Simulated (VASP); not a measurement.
The system is W.

```
W
1.0
    -1.61026    1.61026    1.61026
     1.61026   -1.61026    1.61026
     1.61026    1.61026   -1.61026
W
1
Direct
  0.00000 0.00000 0.00000
```

- Program: VASP 6.6.1
- Task: relaxation of cell and atoms
- Functional: PBE
- Potentials or basis: VASP PAW PBE potentials, release 64 (W_sv)
- Cutoff: 600 eV
- k mesh: 14 × 14 × 14
- Occupations: fermi-dirac, width 0.08 eV
- Spin: no spin polarisation

At the start: pressure -9.1 GPa; volume 16.70 Å³/atom.

Q: How do energy, volume and symmetry change on relaxing?

A: Over 4 steps the energy falls by 15.3 meV/atom and the volume is 16.18 Å³/atom (-3.1 %); space group Im-3m (No. 229, to 0.05 Å).

Step by step:
```csv
step,energy change (eV),largest force (eV/Å),pressure (GPa),volume (Å³)
1,0.0000,0.0000,-9.07,16.70
2,0.1782,0.0000,40.97,14.52
3,-0.0152,0.0000,-0.47,16.20
4,-0.0153,0.0000,-0.03,16.18
```

Final structure:
```cif
data_structure
_symmetry_space_group_name_H-M 'P 1'
_symmetry_Int_Tables_number 1
_cell_length_a 2.7597
_cell_length_b 2.7597
_cell_length_c 2.7597
_cell_angle_alpha 109.471
_cell_angle_beta 109.471
_cell_angle_gamma 109.471
_cell_volume 16.18
loop_
_atom_site_label
_atom_site_type_symbol
_atom_site_fract_x
_atom_site_fract_y
_atom_site_fract_z
_atom_site_occupancy
W1 W 0.00000 0.00000 0.00000 1
```
